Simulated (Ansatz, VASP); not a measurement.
**One calculation of Sc, two programs**

```
CELL_PARAMETERS angstrom
3.28679 0.00000 0.00000
-1.64340 2.84644 0.00000
0.00000 0.00000 5.23791
ATOMIC_POSITIONS crystal
Sc 0.66667 0.33333 0.75000
Sc 0.33333 0.66667 0.25000
```

Change from the starting cell: volume scaled by 0.98.

Alike in both runs: task single point; functional PBEsol; k mesh 9 × 9 × 5; occupations fermi-dirac, width 0.05 eV; no spin polarisation.

```csv
,VASP,Ansatz
version,VASP 6.6.1,Ansatz 0.2.0
potentials or method,"VASP PAW PBE potentials, release 64 (Sc_sv), cutoff 520 eV","all-electron LAPW, scalar-relativistic"
```

```tsv
	VASP	Ansatz	Ansatz less VASP
gap on the k mesh at the Fermi level (eV)	none	none	-
pressure (GPa)	-1.8	-1.8	-0.01
traceless stress, the component that is largest in VASP (GPa)	-1.10	-1.11	-0.002
```

VASP's potentials were made for PBE, not for PBEsol. A gap of «none» marks a metal or a gap that the smearing closes. Ansatz ran all-electron here, and VASP with PAW potentials.
